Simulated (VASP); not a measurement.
Runs of VASP 6.6.1 on SnO2. The structure is that of space group P4_2/mnm (No. 136), or close to it. The cells are those of the table. 

| task | cell | gap on the mesh (eV) | pressure (GPa) | largest force (eV/Å) |
| --- | --- | --- | --- | --- |
| electric field gradients | a = 4.737, b = 4.737, c = 3.091 Å, 6 atoms | 1.70 | 20.7 | 0.37 |
| single point | a = 4.737, b = 4.737, c = 3.155 Å, 6 atoms | 1.39 | (a) | 0.14 |
| electric field gradients | a = 4.737, b = 4.737, c = 3.250 Å, 6 atoms | 0.95 | 6.4 | 0.09 |
| electric field gradients | a = 4.737, b = 4.737, c = 3.155 Å, 6 atoms | 1.39 | 14.4 | 0.14 |
| single point | a = 4.737, b = 4.737, c = 3.250 Å, 6 atoms | 0.95 | 6.4 | 0.09 |
| single point | a = 4.737, b = 4.737, c = 3.091 Å, 6 atoms | 1.70 | 20.7 | 0.37 |

Alike in all rows: level PBE; potentials or basis VASP PAW PBE potentials, release 64 (Sn_d, O); no spin polarisation; k mesh 4 × 4 × 6; cutoff (eV) 520; smearing fermi-dirac 0.03 eV.

Estimate the missing entries.

(a) 14.3.

Caveats: the cell stands under pressure; spin-orbit coupling is left out, which moves the levels of the heavy elements.

A k mesh can miss the band edges, and the runs leave out spin-orbit coupling on Sn.
